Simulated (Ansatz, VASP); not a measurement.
Rh in VASP and in Ansatz

The input POSCAR:

```
Rh
1.0
    4.4685713188      0.0000000000      0.0000000000
   -2.2342856594      3.8698962807      0.0000000000
    0.0000000000      0.0000000000      2.7420091055
Rh
3
Direct
    1.0000000000      1.0000000000      0.0000000000
    0.3333333333      0.6666666667      0.5000000000
    0.6666666667      0.3333333333      0.5000000000
```

INCAR.step1

```
PREC = Accurate ; ENCUT = 520
ISMEAR = -1 ; SIGMA = 0.1
LREAL = False ; LASPH = True
NELM = 100 ; NBANDS = 30
GGA = PE ; ALGO = Normal
EDIFF = 1E-4 ; LWAVE = True
LCHARG = False
```

Contents of INCAR.step2:

```
PREC = Accurate ; ENCUT = 520
EDIFF = 1E-6 ; ISMEAR = -1
SIGMA = 0.1 ; LREAL = False
LASPH = True ; NELM = 100
ALGO = Normal ; ISIF = 2
LWAVE = False ; LCHARG = True
METAGGA = R2SCAN ; LMIXTAU = True
LELF = True ; LVHAR = True
NBANDS = 30 ; ISTART = 1
```

KPOINTS

```
regular mesh
0
Gamma
  10 10 13
```

Input for Ansatz:

```yaml
crystal:
  lattice:
    - [4.4685713188, 0.0, 0.0]
    - [-2.2342856594, 3.8698962807, 0.0]
    - [0.0, 0.0, 2.7420091055]
  atoms:
    - { symbol: Rh, position: [1.0, 1.0, 0.0] }
    - { symbol: Rh, position: [0.3333333333, 0.6666666667, 0.5] }
    - { symbol: Rh, position: [0.6666666667, 0.3333333333, 0.5] }
hamiltonian:
  xc: r2scan
  pseudopotentials:
    kind: paw
    azcp:
      Rh: "pseudopotentials/Rh.paw.azcp"
basis:
  ecutwfc: 500
  fft_grid_basis: typed
kpoints:
  mp_grid: { grid: [10, 10, 13], shift: [0, 0, 0] }
magnetization:
  spin_polarized: false
scf:
  occupations: { method: fermi_dirac, width: 0.1 }
  lower_state_search: "off"
output:
  stress: true
```

Alike in both runs: task single point; functional r2SCAN; k mesh 10 × 10 × 13; occupations fermi-dirac, width 0.1 eV; no spin polarisation.

|  | VASP | Ansatz |
| --- | --- | --- |
| version | VASP 6.6.1 | Ansatz 0.2.0 |
| potentials or method | VASP PAW PBE potentials, release 64 (Rh_pv), cutoff 520 eV | plane waves (500 eV) with PAW, scalar-relativistic |
| valence electrons in the cell | 45 | 51 |

Ansatz gave:

- pressure (GPa): -22.0
- traceless stress, the component that is largest in VASP (GPa): 0.78

Question: Which values does VASP return?

Answer: Pressure (GPa): -21.4; traceless stress, the component that is largest in VASP (GPa): 0.71.

VASP's potentials were made for PBE, not for r2SCAN. VASP's potentials hold 45 valence electrons a cell and Ansatz's 51, so a difference there can come from the potentials and not from the codes.
